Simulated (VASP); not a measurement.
# SnSe (C2/m) in VASP: single point with PBE

Aim: the single point of SnSe with PBE.

Everything below comes from runs of VASP 6.6.1. Logs are shortened: lines on timing, memory, paths and dates and some standing lists are left out, and cuts for length are marked.

## (1) The cell of the first run

The structure is monoclinic, space group C2/m (No. 12). The conventional cell has a = 7.220 Å, b = 4.286 Å, c = 4.286 Å, α = 90.00°, β = 122.91°, γ = 90.00°. Sn (site symmetry 2/m) has 6 Se at 3.03 to 3.04 Å within 4.0 Å. Se (site symmetry 2/m) has 6 Sn at 3.03 to 3.04 Å within 4.0 Å.

## (2) Single point, PBE (shear of c along a, cell held: +6.0 %)

Contents of INCAR:

```
SYSTEM = SnSe
ALGO = Normal ; EDIFF = 1E-7
ENCUT = 520 ; GGA = PE
ISIF = 2 ; ISMEAR = 0
LASPH = .True. ; LCHARG = .True.
LELF = .True. ; LREAL = .False.
LVHAR = .True. ; LWAVE = .False.
NBANDS = 28 ; NELM = 80
PREC = Accurate ; SIGMA = 0.02
```

Contents of KPOINTS:

```
k-points
0
Gamma
  8 8 6
  0 0 0
```

Contents of POSCAR:

```
SnSe
1.0
    3.0307985898      3.0307985898      0.0000000000
   -3.0307985898      3.0307985898      0.0000000000
    0.2571717882      0.2571717882      6.0615971796
Sn Se
2 2
Direct
    0.0000000000      0.0000000000      0.0000000000
    0.5000000000      0.5000000000      0.5000000000
    0.5000000000      0.5000000000      0.0000000000
    0.0000000000      0.0000000000      0.5000000000
```

Potentials or basis: VASP PAW PBE potentials, release 64 (Sn_d, Se).

The run is started by

```console
$ cat potpaw_PBE.64/Sn_d/POTCAR potpaw_PBE.64/Se/POTCAR > POTCAR
$ mpirun -np 1 vasp_std > vasp.out
```

OUTCAR:

```text
SYSTEM = SnSe
   EDIFF = 1E-7
   ENCUT = 520
   GGA = PE
   ISIF = 2
   ISMEAR = 0
   LASPH = .True.
   LREAL = .False.
   NELM = 80
   PREC = Accurate

 ion  position               nearest neighbor table
   1  0.000  0.000  0.000-   3 3.03   3 3.03   3 3.03   3 3.03   4 3.04   4 3.04
   2  0.500  0.500  0.500-   4 3.03   4 3.03   4 3.03   4 3.03   3 3.04   3 3.04
   3  0.500  0.500  0.000-   1 3.03   1 3.03   1 3.03   1 3.03   2 3.04   2 3.04
   4  0.000  0.000  0.500-   2 3.03   2 3.03   2 3.03   2 3.03   1 3.04   1 3.04

  LATTYP: Found a simple monoclinic cell.
 ALAT       =     4.2861964705
 B/A-ratio  =     1.0000000000
 C/A-ratio  =     1.4167568599
 COS(beta)  =    -0.0598922907

  Lattice vectors:

 A1 = (   3.0307985898,   3.0307985898,   0.0000000000)
 A2 = (   3.0307985898,  -3.0307985898,   0.0000000000)
 A3 = (  -0.2571717882,  -0.2571717882,  -6.0615971796)

Analysis of symmetry for initial positions (statically):
=====================================================================
 Subroutine PRICEL returns following result:

  LATTYP: Found a base centered monoclinic cell.
 ALAT       =     7.2200395869
 B/A-ratio  =     0.5936527659
 C/A-ratio  =     0.5936527659
 COS(beta)  =    -0.5432796583

  Lattice vectors:

 A1 = (  -2.9022126957,   0.1285858941,   3.0307985898)
 A2 = (   0.1285858941,  -2.9022126957,   3.0307985898)
 A3 = (   3.0307985898,   3.0307985898,  -0.0000000000)

   2 primitive cells build up your supercell.

 Routine SETGRP: Setting up the symmetry group for a
 simple monoclinic supercell.

 Subroutine GETGRP returns: Found  4 space group operations
 (whereof  4 operations were pure point group operations)
 out of a pool of  4 trial point group operations.

The static configuration has the point symmetry C_2h.

Analysis of symmetry for dynamics (positions and initial velocities):
=====================================================================
 Subroutine PRICEL returns following result:

  LATTYP: Found a base centered monoclinic cell.
 ALAT       =     7.2200395869
 B/A-ratio  =     0.5936527659
 C/A-ratio  =     0.5936527659
 COS(beta)  =    -0.5432796583

  Lattice vectors:

 A1 = (  -2.9022126957,   0.1285858941,   3.0307985898)
[... 100 lines left out ...]
   NGX,Y,Z   is equivalent  to a cutoff of  12.41, 12.41, 13.14 a.u.
   NGXF,Y,Z  is equivalent  to a cutoff of  24.82, 24.82, 26.28 a.u.
 SYSTEM =  SnSe
   PREC   = accura    normal or accurate (medium, high low for compatibility)
   ISTART =      0    job   : 0-new  1-cont  2-samecut
   ICHARG =      2    charge: 1-file 2-atom 10-const
   ISPIN  =      1    spin polarized calculation?
   LNONCOLLINEAR =      F non collinear calculations
   LSORBIT =      F    spin-orbit coupling
   LASPH  =      T    aspherical Exc in radial PAW
   ENCUT  =  520.0 eV  38.22 Ry    6.18 a.u.   7.97  7.97 11.29*2*pi/ulx,y,z
   NELM   =     80;   NELMIN=  2; NELMDL= -5     # of ELM steps
   EDIFF  = 0.1E-06   stopping-criterion for ELM
   LREAL  =      F    real-space projection
   EDIFFG = 0.1E-05   stopping-criterion for IOM
   NSW    =      0    number of steps for IOM
   IBRION =     -1    ionic relax: 0-MD 1-quasi-New 2-CG
   NFREE  =      0    steps in history (QN), initial steepest desc. (CG)
   ISIF   =      2    stress and relaxation
   ISYM   =      2    0-nonsym 1-usesym 2-fastsym
   POTIM  = 0.5000    time-step for ionic-motion
   TEBEG  =    0.0;   TEEND  =   0.0 temperature during run
   PSTRESS=    0.0 pullay stress
   NELECT =      40.0000    total number of electrons
   NUPDOWN=      -1.0000    fix difference up-down
   EMIN   =  10.00;   EMAX   =-10.00  energy-range for DOS
   EFERMI =   0.00;   METHOD = LEGACY
   ISMEAR =     0;   SIGMA  =   0.02  broadening in eV -4-tet -1-fermi 0-gaus
   EFERMI_NEDOS =   21; number of points for ismear=-14 and -15
   IALGO  =     38    algorithm
   IMIX   =      4    mixing-type and parameters
     AMIX     =   0.40;   BMIX     =  1.00
     AMIX_MAG =   1.60;   BMIX_MAG =  1.00
  volume/ion in A,a.u.               =      27.84       187.87
  Fermi-wavevector in a.u.,A,eV,Ry     =   1.163727  2.199125 18.425831  1.354260
  Thomas-Fermi vector in A             =   2.300273
   LORBIT       =      0    0 simple, 1 ext, 2 COOP (PROOUT), +10 PAW based schemes
   GGA     = PE    functional components
   LHFCALC =     F    Hartree Fock is set to
   AEXX    =    0.0000 exact exchange contribution
   IVDW    =     0    specifies the selected vdW correction
   LEPSILON=     F    determine dielectric tensor
   LRPA    =     F    only Hartree local field effects (RPA)
 non-spin polarized calculation
 Gauss-broadening in eV      SIGMA  =   0.02
  energy-cutoff  :      520.00
  volume of cell :      111.36
 maximum number of plane-waves:      3028
   NGX = 15   NGY = 15   NGZ = 23

 number of electron      40.0000025 magnetization

 Free energy of the ion-electron system (eV)
  ---------------------------------------------------
  ext. energy  EPLUGINS =         0.00000000
  ---------------------------------------------------
  free energy    TOTEN  =       -16.41271153 eV

  energy without entropy =      -16.41266531  energy(sigma->0) =      -16.41268842

 E-fermi :   5.5732     XC(G=0):  -9.5058

 val. band max:        5.5611304595   @ k =   0.5000   0.0000   0.5000
 cond. band min:       5.5914089813   @ k =   0.5000   0.0000   0.3333
 fundamental gap:      0.0302785218
 Fermi energy:         5.5731564113

 k-point     1 :       0.0000    0.0000    0.0000
  band No.  band energies     occupation
      1     -16.2787      2.00000
      2     -16.2619      2.00000
      3     -16.2606      2.00000
      4     -16.2594      2.00000
      5     -16.2549      2.00000
      6     -16.2515      2.00000
[... 733 lines left out ...]
     27      10.8659      0.00000
     28      10.8659      0.00000

 [... further k-points ...]
[... 5 lines left out ...]
  --------------------------------------------------------------------------------------
  -------------------------------------------------------------------------------------
  Total       -0.0628643     -0.0628643     -0.0561685     -0.0553535     -0.5443757     -0.5443759
  in kB       -0.9044479     -0.9044479     -0.8081138     -0.7963870     -7.8320978     -7.8321001
  external PRESSURE =      -0.8723366 kB  Pullay stress =       0.0000000 kB

 VOLUME and BASIS-vectors are now :
 -----------------------------------------------------------------------------
  energy-cutoff  :      520.00
  volume of cell :      111.36
      direct lattice vectors                 reciprocal lattice vectors
     3.030798590  3.030798590  0.000000000     0.164973021  0.164973021 -0.013998425
    -3.030798590  3.030798590  0.000000000    -0.164973021  0.164973021  0.000000000
     0.257171788  0.257171788  6.061597180     0.000000000  0.000000000  0.164973021

 POSITION                                       TOTAL-FORCE (eV/Angst)
 -----------------------------------------------------------------------------------
      0.00000      0.00000      0.00000         0.000000     -0.000000     -0.000000
      0.12859      3.15938      3.03080        -0.000000      0.000000      0.000000
      0.00000      3.03080      0.00000        -0.000000     -0.000000     -0.000000
      0.12859      0.12859      3.03080        -0.000000     -0.000000     -0.000000
 -----------------------------------------------------------------------------------
    total drift:                               -0.000000      0.000000     -0.000000

  FREE ENERGIE OF THE ION-ELECTRON SYSTEM (eV)
  ---------------------------------------------------
  free  energy   TOTEN  =       -16.4127115312 eV

  energy  without entropy=      -16.4126653120  energy(sigma->0) =      -16.41268842
```

It took 8.3 min on 1 thread of AMD EPYC 7R43 (Zen 3), shared host; peak memory 0.41 GiB.

What came out:

```
Free energy            : -16.4127 eV
Pressure               : -0.1 GPa
Band gap on the k mesh : 0.03 eV
```

Caveat: the cell differs from its parent crystal (shear of c along a, cell held: +6.0 %); spin-orbit coupling is left out, which moves the levels of the heavy elements. A k mesh can miss the band edges.
